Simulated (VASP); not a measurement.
Wanted: the native input for a VASP 6.6.1 run.

```yaml
Task: single point
Functional: PBEsol
Potentials_or_basis: VASP PAW PBE potentials, release 64 (Ti_sv)
Cutoff: 520 eV
k_mesh: 10 × 10 × 6
Occupations: fermi-dirac, width 0.05 eV
Spin: no spin polarisation
Dipole_correction: no
Further_INCAR_settings: ALGO = Normal; EDIFF = 1e-07; NBANDS = 19
```

The structure of Ti lies in POSCAR:

```
Ti
1.0
    2.7720421024      0.0000000000      0.0000000000
   -1.3860210512      2.4006588810      0.0000000000
    0.0000000000      0.0000000000      4.3941934626
Ti
2
Direct
    0.6666666667      0.3333333333      0.7500000000
    0.3333333333      0.6666666667      0.2500000000
```

One way to write it, as run:

INCAR

```
  PREC = Accurate
  ENCUT = 520
  EDIFF = 1E-7
  ISMEAR = -1
  SIGMA = 0.05
  LREAL = F
  LASPH = T
  NELM = 60
  ALGO = Normal
  ISIF = 2
  LWAVE = F
  LCHARG = F
  GGA = PS
  NBANDS = 19
```

KPOINTS

```
regular mesh
0
Gamma
  10 10 6
```

Potentials or basis: VASP PAW PBE potentials, release 64 (Ti_sv).

Launch:

```bash
$ cat potpaw_PBE.64/Ti_sv/POTCAR > POTCAR
$ mpirun -np 1 vasp_std > vasp.out
```

It gave:

| Property | Result |
| --- | --- |
| Pressure | 19.4 GPa |
| Band gap on the k mesh | zero (bands 12 and 13 overlap by 1.04 eV) |

Caveat: the cell stands under pressure; the PAW data sets were made with another functional, which shifts forces and pressure a little.

Run time: 60 s on 1 thread of Intel Xeon 8259CL, on a shared host, peak memory 0.17 GiB.
